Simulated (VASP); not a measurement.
Here is a VASP 6.6.1 calculation.

INCAR

```
PREC = Accurate
ENCUT = 520
EDIFF = 1E-7
ISMEAR = 0
SIGMA = 0.02
LREAL = Auto
LASPH = True
NELM = 60
ALGO = Normal
ISIF = 2
LWAVE = False
LCHARG = False
GGA = PS
NBANDS = 86
```

KPOINTS

```
Automatic mesh
0
Gamma
  3 3 3
```

File POSCAR:

```
Si
1.0
    5.4338342752      5.4338342752      5.4338342752
   -5.4338342752      5.4338342752     -5.4338342752
   -5.4338342752     -5.4338342752      5.4338342752
Si
32
Direct
    0.7500000000      0.0000000000      0.0000000000
    0.7500000000      0.7500000000      0.2500000000
    0.0000000000      0.7500000000      0.0000000000
    0.7500000000      0.5000000000      0.5000000000
    0.0000000000      0.5000000000      0.2500000000
    0.2500000000      0.5000000000      0.0000000000
    0.7500000000      0.2500000000      0.7500000000
    0.0000000000      0.2500000000      0.5000000000
    0.2500000000      0.2500000000      0.2500000000
    0.5000000000      0.2500000000      0.0000000000
    0.0000000000      0.0000000000      0.7500000000
    0.2500000000      0.0000000000      0.5000000000
    0.5000000000      0.0000000000      0.2500000000
    0.2500000000      0.7500000000      0.7500000000
    0.5000000000      0.7500000000      0.5000000000
    0.5000000000      0.5000000000      0.7500000000
    0.5000000000      0.0000000000      0.0000000000
    0.5000000000      0.7500000000      0.2500000000
    0.7500000000      0.7500000000      0.0000000000
    0.5000000000      0.5000000000      0.5000000000
    0.7500000000      0.5000000000      0.2500000000
    0.0000000000      0.5000000000      0.0000000000
    0.5000000000      0.2500000000      0.7500000000
    0.7500000000      0.2500000000      0.5000000000
    0.0000000000      0.2500000000      0.2500000000
    0.2500000000      0.2500000000      0.0000000000
    0.7500000000      0.0000000000      0.7500000000
    0.0000000000      0.0000000000      0.5000000000
    0.2500000000      0.0000000000      0.2500000000
    0.0000000000      0.7500000000      0.7500000000
    0.2500000000      0.7500000000      0.5000000000
    0.2500000000      0.5000000000      0.7500000000
```

Potentials or basis: VASP PAW PBE potentials, release 64 (Si).

The run is started by

```sh
$ cat potpaw_PBE.64/Si/POTCAR > POTCAR
$ mpirun -np 1 vasp_std > vasp.out
```

Question: What does it give for the pressure?

Answer: 0.1 GPa.

Question: Predict the band gap on the k mesh.

Answer: 0.59 eV.

Caveat: the PAW data sets were made with another functional, which shifts forces and pressure a little; an odd mesh through Γ misses points on the zone boundary, where band edges can lie.
